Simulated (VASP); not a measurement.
# Pt (Pm-3m) in VASP: notebook

Pt is run at these levels: revPBE; tasks: single point.

All numbers are computed with VASP 6.6.1; they aren't measurements. Logs are shortened: lines on timing, memory, paths and dates and some standing lists are left out, and cuts for length are marked.

## 1. The cell of the first run

The structure is cubic, space group Pm-3m (No. 221). The conventional cell has a = 2.528 Å, b = 2.528 Å, c = 2.528 Å, α = 90.00°, β = 90.00°, γ = 90.00°. Pt (site symmetry m-3m) has 6 Pt at 2.53 Å within 3.3 Å.

## 2. Single point, revPBE (volume scaled by 0.88)

Input file INCAR:

```
SYSTEM = Pt
PREC = Accurate
ENCUT = 520
EDIFF = 1E-7
ISMEAR = -1
SIGMA = 0.1
LREAL = .FALSE.
LASPH = .TRUE.
NELM = 80
ALGO = Normal
ISIF = 2
LWAVE = .FALSE.
LCHARG = .FALSE.
GGA = RE
NBANDS = 11
```

Input file KPOINTS:

```
Automatic mesh
0
G
  13 13 13
  0 0 0
```

Input file POSCAR:

```
Pt
1.0
    2.5277617998      0.0000000000      0.0000000000
    0.0000000000      2.5277617998      0.0000000000
    0.0000000000      0.0000000000      2.5277617998
Pt
1
Direct
    0.0000000000      0.0000000000      0.0000000000
```

Potentials or basis: VASP PAW PBE potentials, release 64 (Pt).

The run is started by

```
cat potpaw_PBE.64/Pt/POTCAR > POTCAR
mpirun -np 1 vasp_std > vasp.out
```

OUTCAR:

```text
SYSTEM = Pt
   PREC = Accurate
   ENCUT = 520
   EDIFF = 1E-7
   ISMEAR = -1
   LREAL = .FALSE.
   LASPH = .TRUE.
   NELM = 80
   ISIF = 2
   GGA = RE

 ion  position               nearest neighbor table
   1  0.000  0.000  0.000-

  LATTYP: Found a simple cubic cell.
 ALAT       =     2.5277617998

  Lattice vectors:

 A1 = (   2.5277617998,   0.0000000000,   0.0000000000)
 A2 = (   0.0000000000,   2.5277617998,   0.0000000000)
 A3 = (   0.0000000000,   0.0000000000,   2.5277617998)

Analysis of symmetry for initial positions (statically):
=====================================================================
 Subroutine PRICEL returns:
 Original cell was already a primitive cell.

 Routine SETGRP: Setting up the symmetry group for a
 simple cubic supercell.

 Subroutine GETGRP returns: Found 48 space group operations
 (whereof 48 operations were pure point group operations)
 out of a pool of 48 trial point group operations.

The static configuration has the point symmetry O_h .

Analysis of symmetry for dynamics (positions and initial velocities):
=====================================================================
 Subroutine PRICEL returns:
 Original cell was already a primitive cell.

 Routine SETGRP: Setting up the symmetry group for a
 simple cubic supercell.

 Subroutine GETGRP returns: Found 48 space group operations
 (whereof 48 operations were pure point group operations)
 out of a pool of 48 trial point group operations.

The dynamic configuration has the point symmetry O_h .

 Subroutine INISYM returns: Found 48 space group operations
 (whereof 48 operations are pure point group operations),
 and found     1 'primitive' translations

----------------------------------------------------------------------------------------

                                     Primitive cell

  volume of cell :      16.1513

  direct lattice vectors                    reciprocal lattice vectors
     2.527761800  0.000000000  0.000000000     0.395606896  0.000000000  0.000000000
     0.000000000  2.527761800  0.000000000     0.000000000  0.395606896  0.000000000
     0.000000000  0.000000000  2.527761800     0.000000000  0.000000000  0.395606896

  length of vectors
     2.527761800  2.527761800  2.527761800     0.395606896  0.395606896  0.395606896

  position of ions in fractional coordinates (direct lattice)
     0.000000000  0.000000000  0.000000000

  ion indices of the primitive-cell ions
   primitive index   ion index
                 1           1

----------------------------------------------------------------------------------------

 KPOINTS: Automatic mesh

Automatic generation of k-mesh.
 Grid dimensions read from file:
 generate k-points for:   13   13   13

 Generating k-lattice:

  Cartesian coordinates                     Fractional coordinates (reciprocal lattice)
     0.030431300  0.000000000  0.000000000     0.076923077  0.000000000  0.000000000
     0.000000000  0.030431300  0.000000000     0.000000000  0.076923077  0.000000000
     0.000000000  0.000000000  0.030431300     0.000000000  0.000000000  0.076923077

  Length of vectors
     0.030431300  0.030431300  0.030431300

  Shift w.r.t. Gamma in fractional coordinates (k-lattice)
     0.000000000  0.000000000  0.000000000

 Subroutine IBZKPT returns following result:
 ===========================================

 Found     84 irreducible k-points:

 Following reciprocal coordinates:
            Coordinates               Weight
  0.000000  0.000000  0.000000      1.000000
  0.076923  0.000000  0.000000      6.000000
  0.153846  0.000000  0.000000      6.000000
  0.230769  0.000000  0.000000      6.000000
  0.307692  0.000000  0.000000      6.000000
  0.384615  0.000000  0.000000      6.000000
[... 16 lines left out ...]
  0.307692  0.307692  0.000000     12.000000
  0.384615  0.307692  0.000000     24.000000
 [... further k-points ...]
   k-points           NKPTS =     84   k-points in BZ     NKDIM =     84   number of bands    NBANDS=     11
   number of dos      NEDOS =    301   number of ions     NIONS =      1
   total plane-waves  NPLWV =   8000
   dimension x,y,z NGX =    20 NGY =   20 NGZ =   20
   dimension x,y,z NGXF=    40 NGYF=   40 NGZF=   40
   ions per type =               1
   NGX,Y,Z   is equivalent  to a cutoff of  13.15, 13.15, 13.15 a.u.
   NGXF,Y,Z  is equivalent  to a cutoff of  26.31, 26.31, 26.31 a.u.
 SYSTEM =  Pt
   PREC   = accura    normal or accurate (medium, high low for compatibility)
   ISTART =      0    job   : 0-new  1-cont  2-samecut
   ICHARG =      2    charge: 1-file 2-atom 10-const
   ISPIN  =      1    spin polarized calculation?
   LNONCOLLINEAR =      F non collinear calculations
   LSORBIT =      F    spin-orbit coupling
   LASPH  =      T    aspherical Exc in radial PAW
   ENCUT  =  520.0 eV  38.22 Ry    6.18 a.u.   4.70  4.70  4.70*2*pi/ulx,y,z
   NELM   =     80;   NELMIN=  2; NELMDL= -5     # of ELM steps
   EDIFF  = 0.1E-06   stopping-criterion for ELM
   LREAL  =      F    real-space projection
   EDIFFG = 0.1E-05   stopping-criterion for IOM
   NSW    =      0    number of steps for IOM
   IBRION =     -1    ionic relax: 0-MD 1-quasi-New 2-CG
   NFREE  =      0    steps in history (QN), initial steepest desc. (CG)
   ISIF   =      2    stress and relaxation
   ISYM   =      2    0-nonsym 1-usesym 2-fastsym
   POTIM  = 0.5000    time-step for ionic-motion
   TEBEG  =    0.0;   TEEND  =   0.0 temperature during run
   PSTRESS=    0.0 pullay stress
   NELECT =      10.0000    total number of electrons
   NUPDOWN=      -1.0000    fix difference up-down
   EMIN   =  10.00;   EMAX   =-10.00  energy-range for DOS
   EFERMI =   0.00;   METHOD = LEGACY
   ISMEAR =    -1;   SIGMA  =   0.10  broadening in eV -4-tet -1-fermi 0-gaus
   EFERMI_NEDOS =   21; number of points for ismear=-14 and -15
   IALGO  =     38    algorithm
   IMIX   =      4    mixing-type and parameters
     AMIX     =   0.40;   BMIX     =  1.00
     AMIX_MAG =   1.60;   BMIX_MAG =  1.00
  volume/ion in A,a.u.               =      16.15       108.99
  Fermi-wavevector in a.u.,A,eV,Ry     =   1.395314  2.636762 26.489206  1.946902
  Thomas-Fermi vector in A             =   2.518778
   LORBIT       =      0    0 simple, 1 ext, 2 COOP (PROOUT), +10 PAW based schemes
   GGA     = RE    functional components
   LHFCALC =     F    Hartree Fock is set to
   AEXX    =    0.0000 exact exchange contribution
   IVDW    =     0    specifies the selected vdW correction
   LEPSILON=     F    determine dielectric tensor
   LRPA    =     F    only Hartree local field effects (RPA)
 non-spin polarized calculation
  energy-cutoff  :      520.00
  volume of cell :       16.15
 maximum number of plane-waves:       461
 NGX is ok and might be reduce to    20
   NGX =  9   NGY =  9   NGZ =  9

 number of electron      10.0000001 magnetization

 Free energy of the ion-electron system (eV)
  ---------------------------------------------------
  ext. energy  EPLUGINS =         0.00000000
  ---------------------------------------------------
  free energy    TOTEN  =        -4.99484000 eV

  energy without entropy =       -4.96026059  energy(sigma->0) =       -4.97755029

 E-fermi :  10.1665     XC(G=0): -12.8779

 val. band max:       10.1443569258   @ k =   0.3846   0.1538   0.0000
 cond. band min:      10.1800026113   @ k =   0.4615   0.1538   0.0000
 fundamental gap:      0.0356456856
 Fermi energy:        10.1664897942

 k-point     1 :       0.0000    0.0000    0.0000
  band No.  band energies     occupation
      1       0.7052      2.00000
      2       3.5159      2.00000
      3       3.5159      2.00000
      4      10.5200      0.05665
      5      10.5200      0.05665
      6      10.5200      0.05665
      7      25.9343      0.00000
      8      25.9343      0.00000
      9      25.9343      0.00000
     10      32.2673      0.00000
     11      35.0439      0.00000

 k-point     2 :       0.0769    0.0000    0.0000
  band No.  band energies     occupation
      1       0.8899      2.00000
      2       3.5523      2.00000
      3       3.6926      2.00000
      4      10.3347      0.31371
      5      10.3347      0.31370
      6      10.5344      0.04925
      7      24.7593      0.00000
      8      26.2737      0.00000
      9      26.2737      0.00000
     10      33.0010      0.00000
     11      33.6841      0.00000

 k-point     3 :       0.1538    0.0000    0.0000
  band No.  band energies     occupation
      1       1.3837      2.00000
      2       3.6545      2.00000
      3       4.2458      2.00000
      4       9.8529      1.91668
      5       9.8529      1.91667
      6      10.5743      0.03332
      7      22.5166      0.00000
      8      27.1986      0.00000
      9      27.1986      0.00000
     10      31.6185      0.00000
     11      33.5293      0.00000

 k-point     4 :       0.2308    0.0000    0.0000
  band No.  band energies     occupation
      1       2.0320      2.00000
      2       3.8026      2.00000
      3       5.2132      2.00000
      4       9.2385      1.99981
      5       9.2385      1.99981
      6      10.6310      0.01903
      7      20.2214      0.00000
      8      28.4937      0.00000
      9      28.4937      0.00000
     10      29.7482      0.00000
     11      33.4206      0.00000
[... 239 lines left out ...]
 k-point    22 :       0.4615    0.2308    0.0000
  band No.  band energies     occupation
      1       4.2262      2.00000
      2       5.0074      2.00000
      3       6.5175      2.00000
      4       8.1674      2.00000
      5       9.6224      1.99137
      6      11.8835      0.00000
      7      15.7574      0.00000
      8      26.0791      0.00000
      9      27.4183      0.00000
     10      29.9421      0.00000
     11      35.5771      0.00000

 k-point    23 :       0.3077    0.3077    0.0000
  band No.  band energies     occupation
      1       3.9636      2.00000
      2       4.8807      2.00000
      3       7.6992      2.00000
      4       8.8511      2.00000
      5       8.9456      1.99999
      6       9.0328      1.99998
      7      19.7059      0.00000
      8      22.3047      0.00000
      9      28.7478      0.00000
     10      33.7810      0.00000
     11      34.0735      0.00000

 k-point    24 :       0.3846    0.3077    0.0000
  band No.  band energies     occupation
      1       4.1641      2.00000
      2       4.5671      2.00000
      3       8.2106      2.00000
      4       8.5056      2.00000
      5       9.0366      1.99998
      6      10.6402      0.01738
      7      17.9506      0.00000
      8      22.9943      0.00000
      9      27.6478      0.00000
     10      31.9117      0.00000
     11      34.8330      0.00000

 [... further k-points ...]

------------------------ aborting loop because EDIFF is reached ----------------------------------------

  FORCE on cell =-STRESS in cart. coord.  units (eV):
  Direction    XX          YY          ZZ          XY          YZ          ZX
  --------------------------------------------------------------------------------------
  -------------------------------------------------------------------------------------
  Total        3.0704659      3.0704659      3.0704659      0.0000000      0.0000000     -0.0000000
  in kB      304.5835371    304.5835371    304.5835371      0.0000000      0.0000000     -0.0000000
  external PRESSURE =     304.5835371 kB  Pullay stress =       0.0000000 kB

 VOLUME and BASIS-vectors are now :
 -----------------------------------------------------------------------------
  energy-cutoff  :      520.00
  volume of cell :       16.15
      direct lattice vectors                 reciprocal lattice vectors
     2.527761800  0.000000000  0.000000000     0.395606896  0.000000000  0.000000000
     0.000000000  2.527761800  0.000000000     0.000000000  0.395606896  0.000000000
     0.000000000  0.000000000  2.527761800     0.000000000  0.000000000  0.395606896

 POSITION                                       TOTAL-FORCE (eV/Angst)
 -----------------------------------------------------------------------------------
      0.00000      0.00000      0.00000         0.000000      0.000000      0.000000
 -----------------------------------------------------------------------------------
    total drift:                                0.000000      0.000000      0.000000

  FREE ENERGIE OF THE ION-ELECTRON SYSTEM (eV)
  ---------------------------------------------------
  free  energy   TOTEN  =        -4.9948400011 eV

  energy  without entropy=       -4.9602605856  energy(sigma->0) =       -4.97755029
```

It took 5.2 s on 1 thread of Intel Xeon 6975P-C (Granite Rapids), shared host; peak memory 0.12 GiB.

Results:

| Quantity | Value |
| --- | --- |
| Free energy | -4.9948 eV |
| Pressure | 30.5 GPa |
| Band gap on the k mesh | zero (band 5 reaches 12.34 eV, above the bottom of band 6 at 8.93 eV) |

Caveat: the PAW data sets were made with another functional, which shifts forces and pressure a little; spin-orbit coupling is left out, which moves the levels of the heavy elements.

(Continued in part 2 of 2.)
